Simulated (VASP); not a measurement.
Write the native input for VASP 6.6.1 that does the following.

| Item | Value |
| --- | --- |
| Task | single point |
| Functional | PBE |
| Potentials or basis | VASP PAW PBE potentials, release 64 (Ga_d, B) |
| Cutoff | 520 eV |
| k mesh | 10 × 10 × 8 |
| Occupations | fermi-dirac, width 0.05 eV |
| Spin | no spin polarisation |
| Dipole correction | no |
| Further INCAR settings | ALGO = Normal; EDIFF = 1e-06; NBANDS = 15 |

The structure of GaB lies in POSCAR:

```
GaB
1.0
    2.6242434065      0.0000000000      0.0000000000
    0.0000000000      2.6242434065      0.0000000000
    0.0000000000      0.0000000000      3.1868440073
Ga B
1 1
Direct
    0.5000000000      0.5000000000      0.5000000000
    0.0000000000      0.0000000000      0.0000000000
```

These files were run (other wordings do the same):

INCAR

```
ALGO = Normal
EDIFF = 1E-6
ENCUT = 520
GGA = PE
ISIF = 2
ISMEAR = -1
LASPH = True
LCHARG = False
LREAL = False
LWAVE = False
NBANDS = 15
NELM = 60
PREC = Accurate
SIGMA = 0.05
```

KPOINTS

```
k-points
0
Gamma
  10 10 8
```

Potentials or basis: VASP PAW PBE potentials, release 64 (Ga_d, B).

Run with:

```sh
$ cat potpaw_PBE.64/Ga_d/POTCAR potpaw_PBE.64/B/POTCAR > POTCAR
$ mpirun -np 1 vasp_std > vasp.out
```

It gave:

```
Pressure               : 10.2 GPa
Band gap on the k mesh : zero (band 8 reaches 12.55 eV, above the bottom of band 9 at 3.57 eV)
```

Wall time 9 s on 1 thread of Intel(R) Xeon(R) 6975P-C (Granite Rapids) (shared host), peak memory 0.15 GiB.
